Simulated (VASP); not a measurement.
Sb2Pt:

```
Sb Pt
1.0
     6.50656    0.00000    0.00000
     0.00000    6.50656    0.00000
     0.00000    0.00000    6.50656
Sb Pt
8 4
Direct
  0.37555 0.37555 0.37555
  0.12445 0.62445 0.87555
  0.87555 0.12445 0.62445
  0.62445 0.87555 0.12445
  0.62445 0.62445 0.62445
  0.87555 0.37555 0.12445
  0.12445 0.87555 0.37555
  0.37555 0.12445 0.87555
  0.00000 0.00000 0.00000
  0.50000 0.00000 0.50000
  0.50000 0.50000 0.00000
  0.00000 0.50000 0.50000
```

Base run:

```yaml
Program: VASP 6.6.1
Functional: PBE
Potentials_or_basis: VASP PAW PBE potentials, release 64 (Sb, Pt)
Cutoff: 520 eV
k_mesh: 4 × 4 × 4
Occupations: fermi-dirac, width 0.02 eV
Spin: no spin polarisation
```

Its results: band gap on the k mesh zero (bands 40 and 41 overlap by 0.18 eV); pressure 2.3 GPa; largest force 0.163 eV/Å.

**Question.** The run is repeated on the same cell with these changes: functional from PBE to PBE0; cutoff from 520 eV to 400 eV; k mesh from 4 × 4 × 4 to 2 × 2 × 2. What comes out?

**Answer.** Band gap on the k mesh 1.36 eV; pressure -4.4 GPa; largest force 0.009 eV/Å.

Several settings changed at once.

Caveats: some runs use coarse meshes; spin-orbit coupling is left out, which moves the levels of the heavy elements; the PAW data sets were made with another functional, which shifts forces and pressure a little (at least some runs).

A k mesh can miss the band edges.
